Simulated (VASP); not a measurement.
# WSe2 (P6_3/mmc) in VASP: a series of runs, part 2 of 2

VASP 6.6.1.

## (4) Single point, PBE+D3(BJ) (strain +0.030 along x and y, +0.000 along z)

INCAR

```
SYSTEM = WSe2
  ALGO = Normal
  EDIFF = 1E-7
  ENCUT = 520
  GGA = PE
  ISIF = 2
  ISMEAR = 0
  IVDW = 12
  LASPH = .TRUE.
  LCHARG = .FALSE.
  LREAL = .FALSE.
  LWAVE = .FALSE.
  NBANDS = 35
  NELM = 80
  PREC = Accurate
  SIGMA = 0.05
```

KPOINTS

```
k-points
0
G
  12 12 2
  0 0 0
```

POSCAR

```
WSe2
1.0
    3.3773983872      0.0000000000      0.0000000000
   -1.6886991936      2.9249128020      0.0000000000
    0.0000000000      0.0000000000     12.7886113462
W Se
2 4
Direct
    0.3333333333      0.6666666667      0.2500000000
    0.6666666667      0.3333333333      0.7500000000
    0.3333333333      0.6666666667      0.6182912225
    0.6666666667      0.3333333333      0.1182912225
    0.3333333333      0.6666666667      0.8817087775
    0.6666666667      0.3333333333      0.3817087775
```

Potentials or basis: VASP PAW PBE potentials, release 64 (W_sv, Se).

Started as:

```console
> cat potpaw_PBE.64/W_sv/POTCAR potpaw_PBE.64/Se/POTCAR > POTCAR
> mpirun -np 1 vasp_std > vasp.out
```

OUTCAR:

```text
SYSTEM = WSe2
   EDIFF = 1E-7
   ENCUT = 520
   GGA = PE
   ISIF = 2
   ISMEAR = 0
   IVDW = 12
   LASPH = .TRUE.
   LREAL = .FALSE.
   NELM = 80
   PREC = Accurate
 IVDW          = 12

 ion  position               nearest neighbor table
   1  0.333  0.667  0.250-   4 2.58   6 2.58   4 2.58   6 2.58   4 2.58   6 2.58
   2  0.667  0.333  0.750-   3 2.58   5 2.58   3 2.58   5 2.58   3 2.58   5 2.58
   3  0.333  0.667  0.618-   2 2.58   2 2.58   2 2.58
   4  0.667  0.333  0.118-   1 2.58   1 2.58   1 2.58
   5  0.333  0.667  0.882-   2 2.58   2 2.58   2 2.58
   6  0.667  0.333  0.382-   1 2.58   1 2.58   1 2.58

  LATTYP: Found a hexagonal cell.
 ALAT       =     3.3773983872
 C/A-ratio  =     3.7865273444

  Lattice vectors:

 A1 = (   3.3773983872,   0.0000000000,   0.0000000000)
 A2 = (  -1.6886991936,   2.9249128020,   0.0000000000)
 A3 = (   0.0000000000,   0.0000000000,  12.7886113462)

Analysis of symmetry for initial positions (statically):
=====================================================================
 Subroutine PRICEL returns:
 Original cell was already a primitive cell.

 Routine SETGRP: Setting up the symmetry group for a
 hexagonal supercell.

 Subroutine GETGRP returns: Found 24 space group operations
 (whereof 12 operations were pure point group operations)
 out of a pool of 24 trial point group operations.

The static configuration has the point symmetry D_3d.
 The point group associated with its full space group is D_6h.

Analysis of symmetry for dynamics (positions and initial velocities):
=====================================================================
 Subroutine PRICEL returns:
 Original cell was already a primitive cell.

 Routine SETGRP: Setting up the symmetry group for a
 hexagonal supercell.

[... 131 lines left out ...]
   IMIX   =      4    mixing-type and parameters
     AMIX     =   0.40;   BMIX     =  1.00
     AMIX_MAG =   1.60;   BMIX_MAG =  1.00
  volume/ion in A,a.u.               =      21.06       142.09
  Fermi-wavevector in a.u.,A,eV,Ry     =   1.217783  2.301275 20.177363  1.482994
  Thomas-Fermi vector in A             =   2.353091
   LORBIT       =      0    0 simple, 1 ext, 2 COOP (PROOUT), +10 PAW based schemes
   GGA     = PE    functional components
   LHFCALC =     F    Hartree Fock is set to
   AEXX    =    0.0000 exact exchange contribution
   IVDW    =    12    specifies the selected vdW correction
   LEPSILON=     F    determine dielectric tensor
   LRPA    =     F    only Hartree local field effects (RPA)
 non-spin polarized calculation
 Gauss-broadening in eV      SIGMA  =   0.05
  energy-cutoff  :      520.00
  volume of cell :      126.33
 maximum number of plane-waves:      3422
 NGX is ok and might be reduce to    28
   NGX = 13   NGY = 13   NGZ = 47

 number of electron      51.9999998 magnetization

 Free energy of the ion-electron system (eV)
  ---------------------------------------------------
  ext. energy  EPLUGINS =         0.00000000
  ---------------------------------------------------
  free energy    TOTEN  =       -43.06874336 eV

  energy without entropy =      -43.06874336  energy(sigma->0) =      -43.06874336

 E-fermi :   6.3300     XC(G=0): -10.6106

 val. band max:        5.9552417012   @ k =   0.0000   0.0000   0.0000
 cond. band min:       6.8350942112   @ k =   0.1667   0.1667   0.0000
 fundamental gap:      0.8798525099
 Fermi energy:         6.3299651644

 k-point     1 :       0.0000    0.0000    0.0000
  band No.  band energies     occupation
      1     -68.5944      2.00000
      2     -68.5944      2.00000
      3     -32.7698      2.00000
      4     -32.7698      2.00000
      5     -32.7113      2.00000
      6     -32.7113      2.00000
[... 901 lines left out ...]
     34       9.4917      0.00000
     35      11.1568      0.00000

 [... further k-points ...]

------------------------ aborting loop because EDIFF is reached ----------------------------------------

 Edisp (eV)   -2.68533

 E8    (eV) :    -1.1979

  FORCE on cell =-STRESS in cart. coord.  units (eV):
  Direction    XX          YY          ZZ          XY          YZ          ZX
  --------------------------------------------------------------------------------------
  -------------------------------------------------------------------------------------
  Total      -6.07900    -6.07900    -3.71897     0.00000    -0.00000     0.00000
  in kB     -77.09465   -77.09465   -47.16438     0.00000    -0.00000     0.00000
  external pressure =      -67.12 kB  Pullay stress =        0.00 kB

 VOLUME and BASIS-vectors are now :
 -----------------------------------------------------------------------------
  energy-cutoff  :      520.00
  volume of cell :      126.33
      direct lattice vectors                 reciprocal lattice vectors
     3.377398387  0.000000000  0.000000000     0.296085888  0.170945267  0.000000000
    -1.688699194  2.924912802  0.000000000     0.000000000  0.341890534  0.000000000
     0.000000000  0.000000000 12.788611346     0.000000000  0.000000000  0.078194573

 POSITION                                       TOTAL-FORCE (eV/Angst)
 -----------------------------------------------------------------------------------
     -0.00000      1.94994      3.19715        -0.000000      0.000000      0.000000
      1.68870      0.97497      9.59146         0.000000      0.000000      0.000000
     -0.00000      1.94994      7.90709         0.000000      0.000000      0.536557
      1.68870      0.97497      1.51278         0.000000     -0.000000      0.536557
     -0.00000      1.94994     11.27583         0.000000      0.000000     -0.536557
      1.68870      0.97497      4.88153         0.000000     -0.000000     -0.536557
 -----------------------------------------------------------------------------------
    total drift:                               -0.000000      0.000000     -0.000000

  FREE ENERGIE OF THE ION-ELECTRON SYSTEM (eV)
  ---------------------------------------------------
  free  energy   TOTEN  =       -45.7540728591 eV

  energy  without entropy=      -45.7540728591  energy(sigma->0) =      -45.75407286
```

OSZICAR:

```text
N       E                     dE             d eps       ncg     rms          rms(c)
DAV:   1     0.491787739513E+03    0.49179E+03   -0.27836E+04  2956   0.144E+03
DAV:   2    -0.138082359655E+02   -0.50560E+03   -0.48834E+03  3087   0.383E+02
DAV:   3    -0.445365878046E+02   -0.30728E+02   -0.30183E+02  3244   0.884E+01
DAV:   4    -0.452236765731E+02   -0.68709E+00   -0.68346E+00  3215   0.134E+01
DAV:   5    -0.452326845047E+02   -0.90079E-02   -0.89971E-02  3167   0.165E+00    0.265E+01
DAV:   6    -0.435409478801E+02    0.16917E+01   -0.74882E+00  2921   0.175E+01    0.903E+00
DAV:   7    -0.432671230065E+02    0.27382E+00   -0.32230E+00  2761   0.898E+00    0.547E+00
DAV:   8    -0.430676110122E+02    0.19951E+00   -0.41280E-01  2935   0.437E+00    0.126E+00
DAV:   9    -0.430703802833E+02   -0.27693E-02   -0.65368E-02  3139   0.123E+00    0.838E-01
DAV:  10    -0.430688601980E+02    0.15201E-02   -0.14428E-02  2905   0.808E-01    0.187E-01
DAV:  11    -0.430687972785E+02    0.62920E-04   -0.20118E-03  2864   0.294E-01    0.159E-01
DAV:  12    -0.430687438067E+02    0.53472E-04   -0.87838E-05  3110   0.541E-02    0.104E-01
DAV:  13    -0.430687420961E+02    0.17106E-05   -0.78521E-05  2840   0.524E-02    0.609E-03
DAV:  14    -0.430687434561E+02   -0.13600E-05   -0.49522E-06  3247   0.111E-02    0.733E-03
DAV:  15    -0.430687433622E+02    0.93950E-07   -0.42045E-07  2568   0.311E-03
   1 F= -.45754073E+02 E0= -.45754073E+02  d E =-.396236E-28
```

stdout:

```text
POSCAR found type information on POSCAR W Se
 POSCAR found :  2 types and       6 ions
 scaLAPACK will be used
 LDA part: xc-table for (Slater+PW92), standard interpolation
 POSCAR, INCAR and KPOINTS ok, starting setup
 FFT: planning ... GRIDC
 FFT: planning ... GRID_SOFT
 FFT: planning ... GRID
 WAVECAR not read
 entering main loop
```

Run time: 2 min. Hardware: 1 thread of AMD EPYC 9R45 (Zen 5), shared host; peak memory 0.3 GiB.

What came out:

```
Free energy                : -45.7541 eV
Pressure                   : -6.7 GPa
Largest force              : 0.537 eV/Å
Band gap on the k mesh     : 0.88 eV, indirect (least direct gap 1.29 eV)
Dispersion energy per atom : -0.448 eV
```

Forces on the atoms (eV/Å):
```
W    0.000  0.000  0.000
W    0.000  0.000  0.000
Se   0.000  0.000  0.537
Se   0.000  0.000  0.537
Se   0.000  0.000 -0.537
Se   0.000  0.000 -0.537
```

Levels at points of the mesh, in eV from the valence-band top:
| k point | band 22 | band 23 | band 24 | band 25 | band 26 | band 27 | band 28 | band 29 | band 30 | band 31 |
| --- | --- | --- | --- | --- | --- | --- | --- | --- | --- | --- |
| (0.00, 0.00, 0.00) | -1.64 | -1.64 | -0.96 | -0.82 | 0.00 | 2.29 | 2.29 | 2.33 | 2.33 | 2.35 |
| (0.50, 0.00, 0.00) | -2.30 | -1.61 | -1.46 | -1.30 | -1.24 | 1.75 | 1.80 | 2.02 | 2.25 | 2.69 |
| (0.00, 0.00, 0.50) | -1.68 | -1.68 | -1.68 | -0.15 | -0.15 | 2.29 | 2.29 | 2.29 | 2.29 | 2.50 |
| (0.50, 0.00, 0.50) | -2.50 | -1.45 | -1.45 | -1.32 | -1.32 | 1.77 | 1.77 | 2.16 | 2.16 | 3.11 |

Caveat: the cell differs from its parent crystal (strain +0.030 along x and y, +0.000 along z); spin-orbit coupling is left out, which moves the levels of the heavy elements. A k mesh can miss the band edges.

## (5) Overview

| cell | gap on the mesh (eV) | pressure (GPa) | largest force (eV/Å) |
| --- | --- | --- | --- |
| a = 3.377, b = 3.377, c = 12.597 Å, angles 90.0, 90.0, 120.0°, 6 atoms | 0.84 | -4.7 | 0.16 |
| a = 3.328, b = 3.328, c = 12.980 Å, angles 90.0, 90.0, 120.0°, 6 atoms | 0.92 | -5.5 | 0.64 |
| a = 3.377, b = 3.377, c = 12.789 Å, angles 90.0, 90.0, 120.0°, 6 atoms | 0.88 | -6.7 | 0.54 |

Alike in all rows: task single point; level PBE+D3(BJ); potentials or basis VASP PAW PBE potentials, release 64 (W_sv, Se); no spin polarisation; k mesh 12 × 12 × 2; cutoff (eV) 520; smearing gaussian 0.05 eV.

Caveats: spin-orbit coupling is left out, which moves the levels of the heavy elements.

Absolute energies hang on the potentials; compare differences alone.
